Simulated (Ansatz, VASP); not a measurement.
# K2NaBCl6 in VASP and in Ansatz

```xyz
10
Lattice="5.5945 0.0000 0.0000 0.0889 5.5945 0.0000 0.8460 0.8232 8.9570" Properties=species:S:1:pos:R:3 pbc="T T T"
K     3.4983    3.2575    2.5868
K     3.2106    3.0035    6.4206
Na    0.6480    5.8937    4.4761
B     1.3611    5.9607    8.9495
Cl    2.3466    5.4148    0.0256
Cl    3.4333    5.8695    4.6186
Cl    1.0092    4.1425    8.9173
Cl    0.6418    3.1101    4.3325
Cl    5.2565    0.2854    1.5318
Cl    6.1587    1.1569    7.4048
```

Alike in both runs: functional PBE; k mesh 4 × 4 × 4; occupations gaussian, width 0.02 eV; no spin polarisation.

Ansatz relaxed the structure, and its values are those at the end. VASP's run is a single point on that final structure, the one shown.

|  | VASP | Ansatz |
| --- | --- | --- |
| version | VASP 6.6.1 | Ansatz 0.2.0 |
| potentials or method | VASP PAW PBE potentials, release 64 (K_sv, Na_pv, B, Cl), cutoff 520 eV | scalar-relativistic, plane waves, PAW |
| valence electrons in the cell | 70 | 72 |

|  | VASP | Ansatz | Ansatz less VASP |
| --- | --- | --- | --- |
| gap on the k mesh at the Fermi level (eV) | 4.85 | 4.85 | -0.001 |
| least direct gap on the mesh (eV) | 4.93 | 4.93 | -0.001 |
| pressure (GPa) | -0.1 | 0.0 | +0.10 |
| rms of the force components (eV/Å) | 0.017 | 0.003 | -0.0133 |

The functional is the same, so the differences come from potentials, cutoffs and numerics. VASP's potentials hold 70 valence electrons a cell and Ansatz's 72, so a difference there can come from the potentials and not from the codes.
